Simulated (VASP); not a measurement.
Runs of VASP 6.6.1 on NaF. The structure is that of space group Fm-3m (No. 225), or close to it. The cells are those of the table. 

```tsv
level	cell	k mesh	gap on the mesh (eV)	pressure (GPa)
r2SCAN	a = 3.281 Å, angles 60.0°, 2 atoms	8 × 8 × 8	7.15	-2.0
r2SCAN	a = 3.249 Å, angles 60.0°, 2 atoms	8 × 8 × 8	7.32	-0.9
r2SCAN	a = 3.249 Å, angles 60.0°, 2 atoms	10 × 10 × 10	7.32	-0.8
r2SCAN	a = 3.216 Å, angles 60.0°, 2 atoms	8 × 8 × 8	7.50	(a)
PBE	a = 3.249 Å, angles 60.0°, 2 atoms	10 × 10 × 10	6.44	3.5
PBE	a = 3.324 Å, angles 60.0°, 2 atoms	8 × 8 × 8	6.07	-0.1
PBE	a = 3.256 Å, angles 60.0°, 2 atoms	8 × 8 × 8	6.40	3.1
PBE	a = 3.290 Å, angles 60.0°, 2 atoms	8 × 8 × 8	6.23	1.3
PBE	a = 3.357 Å, angles 60.0°, 2 atoms	8 × 8 × 8	5.92	-1.4
PBE	a = 3.389 Å, angles 60.0°, 2 atoms	8 × 8 × 8	(b)	-2.4
r2SCAN	a = 3.182 Å, angles 60.0°, 2 atoms	8 × 8 × 8	7.70	3.2
r2SCAN	a = 3.312 Å, angles 60.0°, 2 atoms	8 × 8 × 8	6.99	-3.3
```

Alike in all rows: task single point; potentials or basis VASP PAW PBE potentials, release 64 (Na_pv, F); no spin polarisation; cutoff (eV) 520; smearing gaussian 0.01 eV.

Question: Estimate the missing entries.

Answer: (a) 1.0; (b) 5.79.

Caveats: the PAW data sets were made with another functional, which shifts forces and pressure a little (some runs).

A k mesh can miss the band edges.
